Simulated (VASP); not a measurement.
Set up this calculation in VASP 6.6.1, as the native input.

* Task: relaxation of cell and atoms
* Functional: LDA
* Potentials or basis: VASP PAW LDA potentials, release 64 (Ga_d, N)
* Cutoff: 600 eV
* k mesh: 12 × 12 × 6
* Occupations: gaussian, width 0.02 eV
* Spin: no spin polarisation
* Dipole correction: no
* Further INCAR settings: ALGO = Normal; EDIFF = 1e-07; IBRION = 2; EDIFFG = -0.002; NSW = 100; ISIF = 3

The structure of GaN lies in POSCAR:

```
GaN
1.0
    3.1890000000      0.0000000000      0.0000000000
   -1.5945000000      2.7617550127      0.0000000000
    0.0000000000      0.0000000000      5.1850000000
Ga N
2 2
Direct
    0.3333333333      0.6666666667      0.0000000000
    0.6666666667      0.3333333333      0.5000000000
    0.3333333333      0.6666666667      0.5000000000
    0.6666666667      0.3333333333      1.0000000000
```

These files were run (other wordings do the same):

INCAR

```
SYSTEM = GaN
PREC = Accurate ; ENCUT = 600
EDIFF = 1E-7 ; ISMEAR = 0
SIGMA = 0.02 ; LREAL = .FALSE.
LASPH = .TRUE. ; NELM = 120
ALGO = Normal ; ISIF = 3
LWAVE = .FALSE. ; LCHARG = .FALSE.
GGA = CA ; IBRION = 2
NSW = 100 ; EDIFFG = -0.002
GGA_COMPAT = .FALSE. ; NELMIN = 4
```

KPOINTS

```
regular mesh
0
G
  12 12 6
  0 0 0
```

Potentials or basis: VASP PAW LDA potentials, release 64 (Ga_d, N).

Command:

```bash
$ cat potpaw_LDA.64/Ga_d/POTCAR potpaw_LDA.64/N/POTCAR > POTCAR
$ mpirun -np 1 vasp_std > vasp.out
```

Results of the run:

```yaml
Relaxed_volume: 10.91 Å³/atom
Relaxed_cell: a = 3.284 Å, b = 3.284 Å, c = 4.671 Å, α = 90.00°, β = 90.00°, γ = 120.00°
Space_group_after_relaxing_to_0.1_Å: P6_3/mmc (No. 194)
Energy_gained_by_relaxing: 37.9 meV/atom
Ionic_steps: 14
Pressure_after_relaxing: 0.0 GPa
Band_gap_on_the_k_mesh: 1.68 eV
```

Run time: 20 min on 1 thread of Intel Xeon 8259CL, with other jobs on the host, peak memory 0.23 GiB.
